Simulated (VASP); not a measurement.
A run of VASP 6.6.1 is set up as follows.

The input INCAR:

```
SYSTEM = CoSn
PREC = Accurate
ENCUT = 520
EDIFF = 1E-6
ISMEAR = 0
SIGMA = 0.15
LREAL = .False.
LASPH = .True.
NELM = 80
ALGO = Fast
ISIF = 2
LWAVE = .False.
LCHARG = .False.
GGA = PE
NBANDS = 44
```

The input KPOINTS:

```
regular mesh
0
Gamma
  12 12 12
  0 0 0
```

File POSCAR:

```
CoSn
1.0
    5.2965850066      0.0000000000      0.0000000000
   -2.6482925033      4.5869771690      0.0000000000
    0.0000000000      0.0000000000      4.5687106922
Co Sn
3 3
Direct
    0.0000000000      0.5000000000      0.0000000000
    0.5000000000      0.5000000000      0.0000000000
    0.5000000000      0.0000000000      0.0000000000
    0.6666666667      0.3333333333      0.5000000000
    0.3333333333      0.6666666667      0.5000000000
    0.0000000000      0.0000000000      0.0000000000
```

Potentials or basis: VASP PAW PBE potentials, release 64 (Co, Sn_d).

Launch:

```sh
$ cat potpaw_PBE.64/Co/POTCAR potpaw_PBE.64/Sn_d/POTCAR > POTCAR
$ mpirun -np 1 vasp_std > vasp.out
```

Q: Predict the band gap on the k mesh.

A: Zero (an odd number of electrons rules out a gap without spin polarisation).

Q: What does it give for the pressure?

A: -7.4 GPa.

Stress tensor (GPa, compression positive):
```
 -3.93   0.00   0.00
  0.00  -3.93   0.00
  0.00   0.00 -14.43
```

Caveat: the cell differs from its parent crystal (strain +0.000 along x and y, +0.080 along z); the cell stands under tension; spin-orbit coupling is left out, which moves the levels of the heavy elements; the run has no spin polarisation, though such a crystal can be magnetic. Spin polarisation is off, so any magnetic state and its effect on volume and gap are missing.
